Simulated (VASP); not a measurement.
Write the native input for VASP 6.6.1 that does the following.

| Property | Result |
| --- | --- |
| Task | relaxation of cell and atoms |
| Functional | PBE |
| Potentials or basis | VASP PAW PBE potentials, release 64 (Sr_sv, Ag) |
| Cutoff | 600 eV |
| k mesh | 8 × 8 × 8 |
| Occupations | gaussian, width 0.1 eV |
| Spin | no spin polarisation |
| Dipole correction | no |
| Further INCAR settings | ALGO = Fast; EDIFF = 1e-06; IBRION = 2; EDIFFG = -0.01; NSW = 100; ISIF = 3 |

The structure of Sr3Ag lies in POSCAR:

```
Sr3Ag
1.0
    5.4908750000      0.0000000000      0.0000000000
    0.0000000000      5.4908750000      0.0000000000
    0.0000000000      0.0000000000      5.4908750000
Sr Ag
3 1
Direct
    0.0000000000      0.5000000000      0.5000000000
    0.5000000000      0.0000000000      0.5000000000
    0.5000000000      0.5000000000      0.0000000000
    0.0000000000      0.0000000000      0.0000000000
```

One way to write it, as run:

INCAR

```
SYSTEM = Sr3Ag
  PREC = Accurate
  ENCUT = 600
  EDIFF = 1E-6
  ISMEAR = 0
  SIGMA = 0.1
  LREAL = .FALSE.
  LASPH = .TRUE.
  NELM = 80
  ALGO = Fast
  ISIF = 3
  LWAVE = .FALSE.
  LCHARG = .FALSE.
  GGA = PE
  IBRION = 2
  NSW = 100
  EDIFFG = -0.01
```

KPOINTS

```
regular mesh
0
G
  8 8 8
  0 0 0
```

Potentials or basis: VASP PAW PBE potentials, release 64 (Sr_sv, Ag).

The run is started by

```console
$ cat potpaw_PBE.64/Sr_sv/POTCAR potpaw_PBE.64/Ag/POTCAR > POTCAR
$ mpirun -np 1 vasp_std > vasp.out
```

Results of the run:

- Relaxed volume: 41.16 Å³/atom
- Relaxed cell: a = 5.481 Å, b = 5.481 Å, c = 5.481 Å, α = 90.00°, β = 90.00°, γ = 90.00°
- Space group after relaxing (to 0.05 Å): Pm-3m (No. 221)
- Energy gained by relaxing: 0.1 meV/atom
- Ionic steps: 3
- Pressure after relaxing: 0.0 GPa

Wall time 14 min on 1 thread of Oxide Virtual Turin-like Processor, with other jobs on the host, peak memory 0.41 GiB.
